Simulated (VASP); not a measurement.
Here is a VASP 6.6.1 calculation.

The input INCAR:

```
ALGO = Normal
EDIFF = 1E-7
ENCUT = 520
GGA = PE
ISIF = 2
ISMEAR = 0
LASPH = T
LCHARG = F
LREAL = F
LWAVE = F
NBANDS = 11
NELM = 100
PREC = Accurate
SIGMA = 0.1
```

Contents of KPOINTS:

```
k-points
0
Gamma
  14 14 14
```

POSCAR

```
Ca
1.0
   -1.9244162886      1.9244162886      1.9168123032
    1.9244162886     -1.9244162886      1.9168123032
    1.9244162886      1.9244162886     -1.9168123032
Ca
1
Direct
    0.5000000000      0.5000000000      0.0000000000
```

Potentials or basis: VASP PAW PBE potentials, release 64 (Ca_sv).

Command:

```console
$ cat potpaw_PBE.64/Ca_sv/POTCAR > POTCAR
$ mpirun -np 1 vasp_std > vasp.out
```

Q: Predict the pressure.

A: 12.0 GPa.

Q: What does it give for the band gap on the k mesh?

A: Zero (band 5 reaches 4.26 eV, above the bottom of band 6 at 3.28 eV).
